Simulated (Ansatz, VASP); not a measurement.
One calculation of WS2, two programs

File INCAR:

```
SYSTEM = WS2
PREC = Accurate
ENCUT = 520
EDIFF = 1E-6
ISMEAR = 0
SIGMA = 0.02
LREAL = .FALSE.
LASPH = .TRUE.
NELM = 100
ALGO = Normal
ISIF = 2
LWAVE = .FALSE.
LCHARG = .TRUE.
GGA = CA
LELF = .TRUE.
LVHAR = .TRUE.
NBANDS = 35
```

KPOINTS

```
regular mesh
0
G
  9 9 2
  0 0 0
```

Contents of POSCAR:

```
WS2
1.0
    3.1800000000      0.0000000000      0.0000000000
   -1.5900000000      2.7539607840      0.0000000000
    0.0000000000      0.0000000000     12.5000000000
W S
2 4
Direct
    0.6666666667      0.3333333333      0.7500000000
    0.3333333333      0.6666666667      0.2500000000
    0.6666666667      0.3333333333      0.3750000000
    0.3333333333      0.6666666667      0.8750000000
    0.6666666667      0.3333333333      0.1258000000
    0.3333333333      0.6666666667      0.6250000000
```

Input for Ansatz:

```yaml
crystal:
  lattice:
    - [3.18, 0.0, 0.0]
    - [-1.59, 2.753960784, 0.0]
    - [0.0, 0.0, 12.5]
  atoms:
    - { symbol: W, position: [0.6666666667, 0.3333333333, 0.75] }
    - { symbol: W, position: [0.3333333333, 0.6666666667, 0.25] }
    - { symbol: S, position: [0.6666666667, 0.3333333333, 0.375] }
    - { symbol: S, position: [0.3333333333, 0.6666666667, 0.875] }
    - { symbol: S, position: [0.6666666667, 0.3333333333, 0.1258] }
    - { symbol: S, position: [0.3333333333, 0.6666666667, 0.625] }
hamiltonian:
  xc: lda
  pseudopotentials: { kind: paw }
kpoints:
  mp_grid: { grid: [9, 9, 2] }
scf:
  occupations: { method: gaussian, width: 0.02 }
  convergence: { dr2_threshold: 1.0e-11 }
basis:
  ecutwfc: 600
output:
  forces: true
```

Alike in both runs: task single point; functional LDA; k mesh 9 × 9 × 2; occupations gaussian, width 0.02 eV; no spin polarisation.

```csv
,VASP,Ansatz
version,VASP 6.6.1,Ansatz 0.2.0
potentials or method,"VASP PAW LDA potentials, release 64 (W_sv, S), cutoff 520 eV","scalar-relativistic, plane waves, PAW"
valence electrons in the cell,52,52
```

```tsv
	VASP	Ansatz	Ansatz less VASP
rms of the force components (eV/Å)	0.133	0.154	+0.0206
```

LDA's correlation is that of Perdew and Zunger in VASP and of Perdew and Wang (1992) in Ansatz. Atom by atom the forces differ by 0.022 eV/Å (rms over components).

Neither program's run includes spin-orbit coupling.
